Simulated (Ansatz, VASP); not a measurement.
# Mg2CdS3 in VASP and in Ansatz

```
CELL_PARAMETERS angstrom
3.76909 0.00000 0.00000
-1.88454 3.26413 0.00000
0.00000 0.00000 9.22677
ATOMIC_POSITIONS crystal
Mg 0.33333 0.66667 0.66188
Mg 0.66667 0.33333 0.33812
Cd 0.00000 0.00000 0.00000
S 0.00000 0.00000 0.50000
S 0.33333 0.66667 0.17839
S 0.66667 0.33333 0.82161
```

Alike in both runs: task relaxation of cell and atoms; functional PBE; k mesh 12 × 12 × 4; occupations gaussian, width 0.02 eV; no spin polarisation.

|  | VASP | Ansatz |
| --- | --- | --- |
| version | VASP 6.6.1 | Ansatz 0.2.0 |
| potentials or method | VASP PAW PBE potentials, release 64 (Mg, Cd, S), cutoff 600 eV | scalar-relativistic, plane waves, PAW |
| valence electrons in the cell | 34 | 58 |

```csv
,VASP,Ansatz,Ansatz less VASP
"gap on the k mesh at the Fermi level, each at its own relaxed structure (eV)",1.68,1.69,+0.013
relaxed volume (Å³/atom),18.86,18.88,+0.017
relaxed length of the cell vector where the two differ most in proportion (Å),9.229,9.233,+0.0037
```

VASP's potentials hold 34 valence electrons a cell and Ansatz's 58, so a difference there can come from the potentials and not from the codes.
